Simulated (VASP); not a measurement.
Wanted: the native input for a VASP 6.6.1 run.

```yaml
Task: single point
Functional: PBE
Potentials_or_basis: VASP PAW PBE potentials, release 64 (Hg, Te)
Cutoff: 520 eV
k_mesh: 9 × 9 × 9
Occupations: fermi-dirac, width 0.05 eV
Spin: no spin polarisation
Dipole_correction: no
Further_INCAR_settings: ALGO = Normal; EDIFF = 1e-06; NBANDS = 16
```

The structure of HgTe lies in POSCAR:

```
HgTe
1.0
    0.0000000000      3.2562267275      3.1590300000
    3.2562267275      0.0000000000      3.1590300000
    3.2562267275      3.2562267275      0.0000000000
Hg Te
1 1
Direct
    0.0000000000      0.0000000000      0.0000000000
    0.7500000000      0.7500000000      0.7500000000
```

This cell differs from its parent crystal: z stretched by -2 % at fixed volume.

These files were run (other wordings do the same):

INCAR

```
PREC = Accurate
ENCUT = 520
EDIFF = 1E-6
ISMEAR = -1
SIGMA = 0.05
LREAL = False
LASPH = True
NELM = 100
ALGO = Normal
ISIF = 2
LWAVE = False
LCHARG = True
GGA = PE
LELF = True
LVHAR = True
NBANDS = 16
```

KPOINTS

```
Automatic mesh
0
Gamma
  9 9 9
```

Potentials or basis: VASP PAW PBE potentials, release 64 (Hg, Te).

The run is started by

```console
$ cat potpaw_PBE.64/Hg/POTCAR potpaw_PBE.64/Te/POTCAR > POTCAR
$ mpirun -np 1 vasp_std > vasp.out
```

It gave:

* Pressure: 4.1 GPa

Run time: 67 s on 1 thread of Intel(R) Xeon(R) Platinum 8259CL CPU @ 2.50GHz (Skylake/Cascade Lake) (shared host), peak memory 0.25 GiB.
